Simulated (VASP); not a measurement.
Wanted: the native input for a VASP 6.6.1 run.

```
Task                    : single point
Functional              : LDA
Potentials or basis     : VASP PAW LDA potentials, release 64 (Mg, Cd, Te)
Cutoff                  : 520 eV
k mesh                  : 6 × 6 × 2
Occupations             : gaussian, width 0.02 eV
Spin                    : no spin polarisation
Dipole correction       : no
k mesh for the DOS      : 9 × 9 × 3
Occupations for the DOS : tetrahedron
Further INCAR settings  : ALGO = Normal; EDIFF = 1e-06; NBANDS = 41
```

The system is MgCd3Te4.

```
Mg Cd Te
1.0
     4.66058    0.00000    0.00000
    -2.33029    4.03618    0.00000
     0.00000    0.00000   15.23766
Mg Cd Te
1 3 4
Direct
  0.33333 0.66667 0.49728
  0.33333 0.66667 0.99894
  0.66667 0.33333 0.25137
  0.66667 0.33333 0.74716
  0.33333 0.66667 0.18732
  0.33333 0.66667 0.68291
  0.66667 0.33333 0.43967
  0.66667 0.33333 0.93537
```

The input as run:

POSCAR

```
MgCd3Te4
1.0
    4.6605771203      0.0000000289      0.0000000000
   -2.3302885851      4.0361781680      0.0000000000
    0.0000000000      0.0000000000     15.2376581000
Mg Cd Te
1 3 4
Direct
    0.3333333333      0.6666666667      0.4972790000
    0.3333333333      0.6666666667      0.9989420000
    0.6666666667      0.3333333333      0.2513670000
    0.6666666667      0.3333333333      0.7471570000
    0.3333333333      0.6666666667      0.1873180000
    0.3333333333      0.6666666667      0.6829070000
    0.6666666667      0.3333333333      0.4396660000
    0.6666666667      0.3333333333      0.9353650000
```

INCAR.step1

```
SYSTEM = MgCd3Te4
ALGO = Normal
EDIFF = 1E-6
ENCUT = 520
GGA = CA
ISIF = 2
ISMEAR = 0
LASPH = .True.
LCHARG = .True.
LREAL = .False.
LWAVE = .False.
NBANDS = 41
NELM = 60
PREC = Accurate
SIGMA = 0.02
```

KPOINTS.step1

```
k-points
0
Gamma
  6 6 2
  0 0 0
```

INCAR.step2

```
SYSTEM = MgCd3Te4
ALGO = Normal
EDIFF = 1E-6
ENCUT = 520
GGA = CA
ICHARG = 11
ISIF = 2
ISMEAR = -5
LASPH = .True.
LCHARG = .False.
LORBIT = 11
LREAL = .False.
LWAVE = .False.
NBANDS = 41
NEDOS = 2001
NELM = 60
PREC = Accurate
SIGMA = 0.02
```

KPOINTS.step2

```
k-points
0
Gamma
  9 9 3
  0 0 0
```

Potentials or basis: VASP PAW LDA potentials, release 64 (Mg, Cd, Te).

Run with:

```sh
$ cat potpaw_LDA.64/Mg/POTCAR potpaw_LDA.64/Cd/POTCAR potpaw_LDA.64/Te/POTCAR > POTCAR
$ cp INCAR.step1 INCAR
$ cp KPOINTS.step1 KPOINTS
$ mpirun -np 1 vasp_std > vasp.out
$ cp INCAR.step2 INCAR
$ cp KPOINTS.step2 KPOINTS
$ mpirun -np 1 vasp_std > vasp.out
```

It gave:

* Valence electrons inside the program's atomic spheres: Mg 0.33; Cd 10.29, 10.28 (each value once); Te 3.40, 3.42, 3.46 (each value once)

Wall time 4.5 min on 1 thread of Intel(R) Xeon(R) Platinum 8488C (Sapphire Rapids), with other jobs on the host, peak memory 0.48 GiB.
